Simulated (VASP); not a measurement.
Write the native input for VASP 6.6.1 that does the following.

- Task: relaxation of cell and atoms
- Functional: PBE
- Potentials or basis: VASP PAW PBE potentials, release 64 (La, Nb_sv, O)
- Cutoff: 600 eV
- k mesh: 4 × 4 × 4
- Occupations: gaussian, width 0.15 eV
- Spin: no spin polarisation
- Dipole correction: no
- Further INCAR settings: ALGO = Normal; EDIFF = 1e-06; IBRION = 2; EDIFFG = -0.08; NSW = 36; ISIF = 3

The structure of La2NbO5 lies in POSCAR:

```
La2NbO5
1.0
   -1.9750000000      1.9750000000      7.5000000000
    1.9750000000     -1.9750000000      7.5000000000
    1.9750000000      1.9750000000     -7.5000000000
La Nb O
2 1 5
Direct
    0.3280000000      0.3280000000      0.0000000000
    0.6720000000      0.6720000000      0.0000000000
    0.0000000000      0.0000000000      0.0000000000
    0.1250000000      0.1250000000      0.0000000000
    0.4900000000      0.9900000000      0.5000000000
    0.9900000000      0.4900000000      0.5000000000
    0.2500000000      0.7500000000      0.5000000000
    0.7500000000      0.2500000000      0.5000000000
```

The input as run:

INCAR

```
SYSTEM = La2NbO5
ALGO     = Normal         ! electronic algorithm
EDIFF    = 1E-6           ! SCF threshold, eV
EDIFFG   = -0.08          ! ionic threshold
ENCUT    = 600            ! plane-wave cutoff, eV
GGA      = PE             ! functional
IBRION   = 2              ! ionic algorithm
ISIF     = 3              ! what is computed and relaxed
ISMEAR   = 0              ! smearing method
LASPH    = .TRUE.         ! aspherical terms in the spheres
LCHARG   = .FALSE.        ! write CHGCAR
LREAL    = .FALSE.        ! projectors in reciprocal space
LWAVE    = .FALSE.        ! write WAVECAR
NELM     = 80             ! most SCF steps
NSW      = 36             ! ionic steps
PREC     = Accurate       ! precision mode
SIGMA    = 0.15           ! smearing width, eV
```

KPOINTS

```
k-points
0
G
  4 4 4
  0 0 0
```

Potentials or basis: VASP PAW PBE potentials, release 64 (La, Nb_sv, O).

Launch:

```bash
$ cat potpaw_PBE.64/La/POTCAR potpaw_PBE.64/Nb_sv/POTCAR potpaw_PBE.64/O/POTCAR > POTCAR
$ mpirun -np 1 vasp_std > vasp.out
```

It gave:

| Property | Result |
| --- | --- |
| Relaxed volume | 15.70 Å³/atom |
| Relaxed cell | a = 8.435 Å, b = 8.435 Å, c = 8.435 Å, α = 152.75°, β = 152.75°, γ = 38.92° |
| Space group after relaxing (to 0.1 Å) | I4mm (No. 107) |
| Energy gained by relaxing | 119.0 meV/atom |
| Ionic steps | 25 |
| Pressure after relaxing | 0.2 GPa |
| Largest force after relaxing | 0.069 eV/Å |
| Band gap on the k mesh | zero (an odd number of electrons rules out a gap without spin polarisation) |

Caveat: the k points lie up to 0.41 Å⁻¹ apart in the final cell, too coarse for converged energies and pressures of a metal; spin-orbit coupling is left out, which moves the levels of the heavy elements; an odd number of electrons without spin polarisation forces a metal; a magnetic or distorted state may lie lower; the relaxation stopped at a loose force limit of 0.08 eV/Å, so its end isn't a converged minimum.

It took 53 min on 1 thread of Intel(R) Xeon(R) 6975P-C (Granite Rapids) (shared host), peak memory 0.74 GiB.
